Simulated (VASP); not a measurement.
# Ho3PRu (Pm-3m) in VASP: a series of runs, part 2 of 2

VASP 6.6.1.

## 3. Single point, PBE

This run uses another cell than the first one, of 27.62 Å³/atom.

INCAR reads:

```
SYSTEM = Ho3PRu
  PREC = Accurate
  ENCUT = 500
  EDIFF = 1E-6
  ISMEAR = 0
  SIGMA = 0.1
  LREAL = .False.
  LASPH = .True.
  NELM = 200
  ALGO = Normal
  ISIF = 2
  LWAVE = .False.
  LCHARG = .True.
  GGA = PE
  LELF = .True.
  LVHAR = .True.
  NBANDS = 31
  GGA_COMPAT = .False.
  LMAXMIX = 6
```

KPOINTS reads:

```
Automatic mesh
0
Gamma
  8 8 8
  0 0 0
```

POSCAR reads:

```
Ho3PRu
1.0
    5.1688131100      0.0000000000      0.0000000000
    0.0000000000      5.1688131100      0.0000000000
    0.0000000000      0.0000000000      5.1688131100
Ho P Ru
3 1 1
Direct
    0.0000000000      0.5000000000      0.5000000000
    0.5000000000      0.0000000000      0.5000000000
    0.5000000000      0.5000000000      0.0000000000
    0.0000000000      0.0000000000      0.0000000000
    0.5000000000      0.5000000000      0.5000000000
```

Potentials or basis: VASP PAW PBE potentials, release 64 (Ho_3, P, Ru_pv), 4f in core.

The run is started by

```sh
$ cat potpaw_PBE.64/Ho_3/POTCAR potpaw_PBE.64/P/POTCAR potpaw_PBE.64/Ru_pv/POTCAR > POTCAR
$ mpirun -np 1 vasp_std > vasp.out
```

OUTCAR:

```text
SYSTEM = Ho3PRu
   PREC = Accurate
   ENCUT = 500
   EDIFF = 1E-6
   ISMEAR = 0
   LREAL = .False.
   LASPH = .True.
   NELM = 200
   ISIF = 2
   GGA = PE

 ion  position               nearest neighbor table
   1  0.000  0.500  0.500-   5 2.58   5 2.58   2 3.65   3 3.65   2 3.65   2 3.65   3 3.65   3 3.65
                             3 3.65   2 3.65
   2  0.500  0.000  0.500-   5 2.58   5 2.58   1 3.65   3 3.65   1 3.65   3 3.65   3 3.65   3 3.65
                             1 3.65   1 3.65
   3  0.500  0.500  0.000-   5 2.58   5 2.58   1 3.65   1 3.65   2 3.65   2 3.65   2 3.65   2 3.65
                             1 3.65   1 3.65
   4  0.000  0.000  0.000-
   5  0.500  0.500  0.500-   1 2.58   2 2.58   3 2.58   3 2.58   2 2.58   1 2.58

  LATTYP: Found a simple cubic cell.
 ALAT       =     5.1688131100

  Lattice vectors:

 A1 = (   5.1688131100,   0.0000000000,   0.0000000000)
 A2 = (   0.0000000000,   5.1688131100,   0.0000000000)
 A3 = (   0.0000000000,   0.0000000000,   5.1688131100)

Analysis of symmetry for initial positions (statically):
=====================================================================
 Subroutine PRICEL returns:
 Original cell was already a primitive cell.

 Routine SETGRP: Setting up the symmetry group for a
 simple cubic supercell.

 Subroutine GETGRP returns: Found 48 space group operations
 (whereof 48 operations were pure point group operations)
 out of a pool of 48 trial point group operations.

The static configuration has the point symmetry O_h .

Analysis of symmetry for dynamics (positions and initial velocities):
=====================================================================
 Subroutine PRICEL returns:
 Original cell was already a primitive cell.

 Routine SETGRP: Setting up the symmetry group for a
 simple cubic supercell.

[... 128 lines left out ...]
   IMIX   =      4    mixing-type and parameters
     AMIX     =   0.40;   BMIX     =  1.00
     AMIX_MAG =   1.60;   BMIX_MAG =  1.00
  volume/ion in A,a.u.               =      27.62       186.38
  Fermi-wavevector in a.u.,A,eV,Ry     =   1.134845  2.144546 17.522583  1.287874
  Thomas-Fermi vector in A             =   2.271549
   LORBIT       =      0    0 simple, 1 ext, 2 COOP (PROOUT), +10 PAW based schemes
   GGA     = PE    functional components
   LHFCALC =     F    Hartree Fock is set to
   AEXX    =    0.0000 exact exchange contribution
   IVDW    =     0    specifies the selected vdW correction
   LEPSILON=     F    determine dielectric tensor
   LRPA    =     F    only Hartree local field effects (RPA)
 non-spin polarized calculation
 Gauss-broadening in eV      SIGMA  =   0.10
  energy-cutoff  :      500.00
  volume of cell :      138.09
 maximum number of plane-waves:      3544
 NGX is ok and might be reduce to    40
   NGX = 19   NGY = 19   NGZ = 19

 number of electron      46.0000013 magnetization

 Free energy of the ion-electron system (eV)
  ---------------------------------------------------
  ext. energy  EPLUGINS =         0.00000000
  ---------------------------------------------------
  free energy    TOTEN  =       -28.51365313 eV

  energy without entropy =      -28.48980187  energy(sigma->0) =      -28.50172750

 E-fermi :   3.9059     XC(G=0):  -9.7860

 val. band max:        3.8988066753   @ k =   0.1250   0.1250   0.1250
 cond. band min:       3.9061206244   @ k =   0.5000   0.5000   0.0000
 fundamental gap:      0.0073139491
 Fermi energy:         3.9058881280

 k-point     1 :       0.0000    0.0000    0.0000
  band No.  band energies     occupation
      1     -38.1035      2.00000
      2     -38.1035      2.00000
      3     -38.1035      2.00000
      4     -20.5153      2.00000
      5     -20.5153      2.00000
      6     -20.5153      2.00000
[... 805 lines left out ...]
     30       6.4232      0.00000
     31       6.8569      0.00000

 [... further k-points ...]

------------------------ aborting loop because EDIFF is reached ----------------------------------------

  FORCE on cell =-STRESS in cart. coord.  units (eV):
  Direction    XX          YY          ZZ          XY          YZ          ZX
  --------------------------------------------------------------------------------------
  -------------------------------------------------------------------------------------
  Total        0.4661292      0.4661292      0.4661292      0.0000000      0.0000000     -0.0000000
  in kB        5.4080958      5.4080958      5.4080958      0.0000000      0.0000000     -0.0000000
  external PRESSURE =       5.4080958 kB  Pullay stress =       0.0000000 kB

 VOLUME and BASIS-vectors are now :
 -----------------------------------------------------------------------------
  energy-cutoff  :      500.00
  volume of cell :      138.09
      direct lattice vectors                 reciprocal lattice vectors
     5.168813110  0.000000000  0.000000000     0.193468013  0.000000000  0.000000000
     0.000000000  5.168813110  0.000000000     0.000000000  0.193468013  0.000000000
     0.000000000  0.000000000  5.168813110     0.000000000  0.000000000  0.193468013

 POSITION                                       TOTAL-FORCE (eV/Angst)
 -----------------------------------------------------------------------------------
      0.00000      2.58441      2.58441         0.000000      0.000000      0.000000
      2.58441      0.00000      2.58441         0.000000      0.000000      0.000000
      2.58441      2.58441      0.00000         0.000000      0.000000      0.000000
      0.00000      0.00000      0.00000         0.000000      0.000000      0.000000
      2.58441      2.58441      2.58441         0.000000      0.000000      0.000000
 -----------------------------------------------------------------------------------
    total drift:                               -0.000000      0.000000     -0.000000

  FREE ENERGIE OF THE ION-ELECTRON SYSTEM (eV)
  ---------------------------------------------------
  free  energy   TOTEN  =       -28.5136531321 eV

  energy  without entropy=      -28.4898018723  energy(sigma->0) =      -28.50172750
```

OSZICAR:

```text
N       E                     dE             d eps       ncg     rms          rms(c)
DAV:   1     0.466402012662E+03    0.46640E+03   -0.19894E+04  2594   0.136E+03
DAV:   2     0.182824059172E+02   -0.44812E+03   -0.43364E+03  3255   0.663E+02
DAV:   3    -0.273901821356E+02   -0.45673E+02   -0.42116E+02  3676   0.177E+02
DAV:   4    -0.304944144511E+02   -0.31042E+01   -0.28897E+01  3724   0.391E+01
DAV:   5    -0.306033992934E+02   -0.10898E+00   -0.10600E+00  3764   0.907E+00    0.373E+01
DAV:   6    -0.293338234013E+02    0.12696E+01   -0.13880E+01  3733   0.190E+01    0.235E+01
DAV:   7    -0.290189603807E+02    0.31486E+00   -0.10525E+01  3494   0.180E+01    0.134E+01
DAV:   8    -0.285026814089E+02    0.51628E+00   -0.24055E+00  3780   0.928E+00    0.206E+00
DAV:   9    -0.285139707714E+02   -0.11289E-01   -0.18584E-01  3628   0.247E+00    0.984E-01
DAV:  10    -0.285139293458E+02    0.41426E-04   -0.64833E-03  3692   0.674E-01    0.223E-01
DAV:  11    -0.285136944443E+02    0.23490E-03   -0.27529E-03  3660   0.254E-01    0.126E-01
DAV:  12    -0.285136709935E+02    0.23451E-04   -0.59163E-04  3764   0.158E-01    0.580E-02
DAV:  13    -0.285136532864E+02    0.17707E-04   -0.97325E-05  3836   0.578E-02    0.119E-02
DAV:  14    -0.285136531321E+02    0.15433E-06   -0.99796E-06  3140   0.164E-02
   1 F= -.28513653E+02 E0= -.28501728E+02  d E =-.238513E-01
```

stdout:

```text
POSCAR found type information on POSCAR HoP Ru
 POSCAR found :  3 types and       5 ions
 scaLAPACK will be used
 LDA part: xc-table for (Slater+PW92), standard interpolation
 POSCAR, INCAR and KPOINTS ok, starting setup
 FFT: planning ... GRIDC
 FFT: planning ... GRID_SOFT
 FFT: planning ... GRID
 WAVECAR not read
 entering main loop
```

It took 74 s on 1 thread of Intel Xeon 6975P-C (Granite Rapids), shared host; peak memory 0.31 GiB.

What came out:

```yaml
Free_energy: -28.5137 eV
Pressure: 0.5 GPa
Band_gap_on_the_k_mesh: zero (bands 23 and 24 overlap by 1.50 eV)
```

Levels at points of the mesh, in eV from the Fermi level:
```tsv
k point	band 19	band 20	band 21	band 22	band 23	band 24	band 25	band 26	band 27	band 28
(0.00, 0.00, 0.00)	-3.20	-1.45	-1.45	-1.45	-0.71	-0.71	-0.11	2.12	2.12	2.12
(0.50, 0.00, 0.00)	-2.50	-1.24	-1.24	-0.76	-0.58	0.46	0.65	0.65	1.67	1.85
(0.50, 0.50, 0.00)	-2.04	-1.93	-0.92	-0.85	-0.07	-0.07	0.00	2.02	2.02	2.29
(0.50, 0.50, 0.50)	-1.96	-1.22	-1.22	-1.22	-0.88	-0.88	0.26	1.08	1.41	1.41
```

Caveat: spin-orbit coupling is left out, which moves the levels of the heavy elements; the 4f electrons are frozen in the core, so they carry no moment and show no levels. Spin polarisation is off, so any magnetic state and its effect on volume and gap are missing.

## 4. Single point, PBE, collinear spin, ferromagnetic start

This run uses another cell than the first one, of 27.57 Å³/atom.

INCAR reads:

```
  PREC = Accurate
  ENCUT = 500
  EDIFF = 1E-6
  ISMEAR = 0
  SIGMA = 0.1
  LREAL = F
  LASPH = T
  NELM = 200
  ALGO = Normal
  ISIF = 2
  LWAVE = F
  LCHARG = F
  ISPIN = 2
  MAGMOM = 0 0 0 0 1
  LORBIT = 11
  LMAXMIX = 6
  GGA = PE
  NBANDS = 35
  GGA_COMPAT = F
```

KPOINTS reads:

```
regular mesh
0
Gamma
  4 4 4
```

Changes to POSCAR since step 3:

```diff
@@ -2,5 +2,5 @@
 1.0
-    5.1688131100      0.0000000000      0.0000000000
-    0.0000000000      5.1688131100      0.0000000000
-    0.0000000000      0.0000000000      5.1688131100
+    5.1655002661      0.0000000000      0.0000000000
+    0.0000000000      5.1655002661      0.0000000000
+    0.0000000000      0.0000000000      5.1655002661
 Ho P Ru
```

The run is started by

```sh
$ cat potpaw_PBE.64/Ho_3/POTCAR potpaw_PBE.64/P/POTCAR potpaw_PBE.64/Ru_pv/POTCAR > POTCAR
$ mpirun -np 1 vasp_std > vasp.out
```

It took 51 s on 1 thread of Intel Xeon 6975P-C (Granite Rapids), shared host; peak memory 0.31 GiB.

The run converged. Its results:

```yaml
Free_energy: -28.5090 eV
Pressure: 0.9 GPa
Band_gap_on_the_k_mesh: zero (filled and empty bands overlap)
Net_moment: 0.01 μB per cell
Valence_electrons_inside_the_program's_atomic_spheres: Ho 8.20; P 2.34; Ru 13.18
```

Levels at points of the mesh, in eV from the Fermi level:
Spin up:
```tsv
k point	band 21	band 22	band 23	band 24	band 25	band 26	band 27	band 28
(0.00, 0.00, 0.00)	-1.38	-1.38	-0.65	-0.65	-0.05	2.19	2.19	2.19
(0.50, 0.00, 0.00)	-1.17	-0.70	-0.51	0.52	0.71	0.71	1.74	1.90
(0.50, 0.50, 0.00)	-0.84	-0.78	-0.01	-0.01	0.05	2.08	2.08	2.36
(0.50, 0.50, 0.50)	-1.15	-1.15	-0.79	-0.79	0.32	1.15	1.47	1.47
```
Spin down:
| k point | band 22 | band 23 | band 24 | band 25 | band 26 | band 27 |
| --- | --- | --- | --- | --- | --- | --- |
| (0.00, 0.00, 0.00) | -1.38 | -0.65 | -0.65 | -0.05 | 2.19 | 2.19 |
| (0.50, 0.00, 0.00) | -0.70 | -0.51 | 0.52 | 0.71 | 0.71 | 1.74 |
| (0.50, 0.50, 0.00) | -0.78 | -0.01 | -0.01 | 0.05 | 2.08 | 2.08 |
| (0.50, 0.50, 0.50) | -1.15 | -0.79 | -0.79 | 0.33 | 1.15 | 1.47 |

Caveat: the magnetic or orbital state may not be the lowest; spin-orbit coupling is left out, which moves the levels of the heavy elements; the 4f electrons are frozen in the core, so they carry no moment and show no levels.

## 5. Relaxation of cell and atoms, PBE

This run uses another cell than the first one, of 27.57 Å³/atom.

INCAR reads:

```
SYSTEM = Ho3PRu
ALGO = Normal ; EDIFF = 1E-7
EDIFFG = -0.01 ; ENCUT = 500
GGA = PE ; GGA_COMPAT = .FALSE.
IBRION = 2 ; ISIF = 3
ISMEAR = 0 ; LASPH = .TRUE.
LCHARG = .FALSE. ; LMAXMIX = 6
LREAL = .FALSE. ; LWAVE = .FALSE.
NELM = 200 ; NELMIN = 4
NSW = 100 ; PREC = Accurate
SIGMA = 0.1
```

KPOINTS reads:

```
k-points
0
G
  8 8 8
  0 0 0
```

POSCAR is that of step 4.

Potentials or basis: VASP PAW PBE potentials, release 64 (Ho_3, P, Ru_pv), 4f in core.

The run is started by

```sh
$ cat potpaw_PBE.64/Ho_3/POTCAR potpaw_PBE.64/P/POTCAR potpaw_PBE.64/Ru_pv/POTCAR > POTCAR
$ mpirun -np 1 vasp_std > vasp.out
```

OUTCAR:

```text
SYSTEM = Ho3PRu
   EDIFF = 1E-7
   EDIFFG = -0.01
   ENCUT = 500
   GGA = PE
   IBRION = 2
   ISIF = 3
   ISMEAR = 0
   LASPH = .TRUE.
   LREAL = .FALSE.
   NELM = 200
   NELMIN = 4
   NSW = 100
   PREC = Accurate

 ion  position               nearest neighbor table
   1  0.000  0.500  0.500-   5 2.58   5 2.58   2 3.65   3 3.65   2 3.65   2 3.65   3 3.65   3 3.65
                             3 3.65   2 3.65
   2  0.500  0.000  0.500-   5 2.58   5 2.58   1 3.65   3 3.65   1 3.65   3 3.65   3 3.65   3 3.65
                             1 3.65   1 3.65
   3  0.500  0.500  0.000-   5 2.58   5 2.58   1 3.65   1 3.65   2 3.65   2 3.65   2 3.65   2 3.65
                             1 3.65   1 3.65
   4  0.000  0.000  0.000-
   5  0.500  0.500  0.500-   1 2.58   2 2.58   3 2.58   3 2.58   2 2.58   1 2.58

  LATTYP: Found a simple cubic cell.
 ALAT       =     5.1655002661

  Lattice vectors:

 A1 = (   5.1655002661,   0.0000000000,   0.0000000000)
[... 191 lines left out ...]
 fundamental gap:      0.0037585200
 Fermi energy:         3.9194795090

 k-point     1 :       0.0000    0.0000    0.0000
  band No.  band energies     occupation
      1     -38.0952      2.00000
      2     -38.0952      2.00000
      3     -38.0952      2.00000
      4     -20.4987      2.00000
      5     -20.4987      2.00000
      6     -20.4987      2.00000
[... 788 lines left out ...]
--------------------------------------- Ionic step        3  -------------------------------------------

 number of electron      46.0000009 magnetization

 Free energy of the ion-electron system (eV)
  ---------------------------------------------------
  ext. energy  EPLUGINS =         0.00000000
  ---------------------------------------------------
  free energy    TOTEN  =       -28.51581051 eV

  energy without entropy =      -28.49117257  energy(sigma->0) =      -28.50349154

 E-fermi :   3.8418     XC(G=0):  -9.7472

 val. band max:        3.8217514680   @ k =   0.5000   0.3750   0.0000
 cond. band min:       3.8478997628   @ k =   0.1250   0.1250   0.1250
 fundamental gap:      0.0261482948
 Fermi energy:         3.8417568920

 k-point     1 :       0.0000    0.0000    0.0000
  band No.  band energies     occupation
      1     -38.1473      2.00000
      2     -38.1473      2.00000
      3     -38.1473      2.00000
      4     -20.5921      2.00000
      5     -20.5921      2.00000
      6     -20.5921      2.00000
[... 743 lines left out ...]
  FREE ENERGIE OF THE ION-ELECTRON SYSTEM (eV)
  ---------------------------------------------------
  free  energy   TOTEN  =       -28.5158105070 eV

  energy  without entropy=      -28.4911725677  energy(sigma->0) =      -28.50349154

 reached required accuracy - stopping structural energy minimisation
```

It took 3 min on 1 thread of Intel Xeon 6975P-C (Granite Rapids), shared host; peak memory 0.33 GiB.

Results:

```
Free energy                           : -28.5158 eV
Relaxed volume                        : 27.87 Å³/atom
Relaxed cell                          : a = 5.185 Å, b = 5.185 Å, c = 5.185 Å, α = 90.00°, β = 90.00°, γ = 90.00°
Space group after relaxing (to 0.1 Å) : Pm-3m (No. 221)
Energy gained by relaxing             : 0.6 meV/atom
Ionic steps                           : 3
Pressure after relaxing               : 0.0 GPa
Band gap on the k mesh                : zero (bands 23 and 24 overlap by 1.49 eV)
```

Step by step:
| step | energy change (eV) | largest force (eV/Å) | pressure (GPa) | volume (Å³) |
| --- | --- | --- | --- | --- |
| 1 | 0.0000 | 0.0000 | 0.68 | 137.83 |
| 2 | -0.0023 | 0.0000 | -0.35 | 140.18 |
| 3 | -0.0032 | 0.0000 | 0.00 | 139.36 |

Final structure:
```
Ho P Ru
1.0
     5.18453    0.00000    0.00000
     0.00000    5.18453    0.00000
     0.00000    0.00000    5.18453
Ho P Ru
3 1 1
Direct
  0.00000 0.50000 0.50000
  0.50000 0.00000 0.50000
  0.50000 0.50000 0.00000
  0.00000 0.00000 0.00000
  0.50000 0.50000 0.50000
```

Caveat: spin-orbit coupling is left out, which moves the levels of the heavy elements; the 4f electrons are frozen in the core, so they carry no moment and show no levels. Spin polarisation is off, so any magnetic state and its effect on volume and gap are missing.

## 6. Summary

| task | spin | cell | k mesh | gap on the mesh (eV) | pressure (GPa) | relaxed volume (Å³/atom) |
| --- | --- | --- | --- | --- | --- | --- |
| relaxation of cell and atoms | off | relaxed from a = 4.800 Å, 5 atoms | 4 × 4 × 4 | none | -0.1 | 27.98 |
| single point | off | a = 5.169 Å, 5 atoms | 8 × 8 × 8 | none | 0.5 | - |
| single point | collinear, ferromagnetic start | a = 5.166 Å, 5 atoms | 4 × 4 × 4 | none | 0.9 | - |
| relaxation of cell and atoms | off | relaxed from a = 5.166 Å, 5 atoms | 8 × 8 × 8 | none | 0.0 | 27.87 |

Alike in all rows: level PBE; potentials or basis VASP PAW PBE potentials, release 64 (Ho_3, P, Ru_pv), 4f in core; cutoff (eV) 500; smearing gaussian 0.1 eV.

Caveats: spin-orbit coupling is left out, which moves the levels of the heavy elements; the 4f electrons are frozen in the core, so they carry no moment and show no levels; the electronic state changed during the relaxation (at least some runs); the volume moved by over 15 % at a fixed basis, so the end points are rough (at least some runs); the magnetic or orbital state may not be the lowest (at least some runs).

Total energies depend on the potentials used, so only differences within one code and one set of settings carry meaning.
